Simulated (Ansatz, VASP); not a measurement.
**Re: VASP beside Ansatz**

The input INCAR:

```
PREC = Accurate
ENCUT = 520
EDIFF = 1E-6
ISMEAR = -1
SIGMA = 0.05
LREAL = F
LASPH = T
NELM = 60
ALGO = Normal
ISIF = 2
LWAVE = F
LCHARG = F
GGA = PS
NBANDS = 14
```

KPOINTS

```
regular mesh
0
Gamma
  11 11 6
```

Contents of POSCAR:

```
Re
1.0
    2.7608000000      0.0000000000      0.0000000000
   -1.3804000000      2.3909229348      0.0000000000
    0.0000000000      0.0000000000      4.4582000000
Re
2
Direct
    0.6666666667      0.3333333333      0.7500000000
    0.3333333333      0.6666666667      0.2500000000
```

Contents of input.yaml:

```yaml
crystal:
  lattice:
    - [2.7608, 0.0, 0.0]
    - [-1.3804, 2.3909229348, 0.0]
    - [0.0, 0.0, 4.4582]
  atoms:
    - { symbol: Re, position: [0.6666666667, 0.3333333333, 0.75] }
    - { symbol: Re, position: [0.3333333333, 0.6666666667, 0.25] }
kpoints:
  mp_grid: { grid: [11, 11, 6] }
  band_path:
    path:
      - [0.0, 0.0, 0.0]
      - [0.5, 0.0, 0.0]
      - [0.3333333333, 0.3333333333, 0.0]
      - [0.0, 0.0, 0.0]
      - [0.0, 0.0, 0.5]
      - [0.5, 0.0, 0.5]
      - [0.3333333333, 0.3333333333, 0.5]
      - [0.0, 0.0, 0.5]
    npoints: 8
scf:
  occupations: { method: fermi_dirac, width: 0.05 }
hamiltonian:
  xc: pbesol
  pseudopotentials: { kind: all_electron, lapw: { basis_error: 0.001 } }
output:
  forces: true
  stress: true
  eigenvalues: true
```

Alike in both runs: functional PBEsol; k mesh 11 × 11 × 6; occupations fermi-dirac, width 0.05 eV; no spin polarisation.

|  | VASP | Ansatz |
| --- | --- | --- |
| version | VASP 6.6.1 | Ansatz 0.2.0 |
| potentials or method | VASP PAW PBE potentials, release 64 (Re), cutoff 520 eV | all-electron LAPW, scalar-relativistic |
| task | single point | band structure |

VASP gave:

```
gap on the k mesh at the Fermi level (eV)                     : none
pressure (GPa)                                                : -4.3
traceless stress, the component that is largest in VASP (GPa) : 0.01
```

Q: Estimate Ansatz's values.

A: gap on the k mesh at the Fermi level (eV): none; pressure (GPa): -4.1; traceless stress, the component that is largest in VASP (GPa): 0.12.

VASP's potentials were made for PBE, not for PBEsol. A gap of «none» marks a metal or a gap that the smearing closes. Ansatz ran all-electron here, and VASP with PAW potentials.

Neither program's run includes spin-orbit coupling.
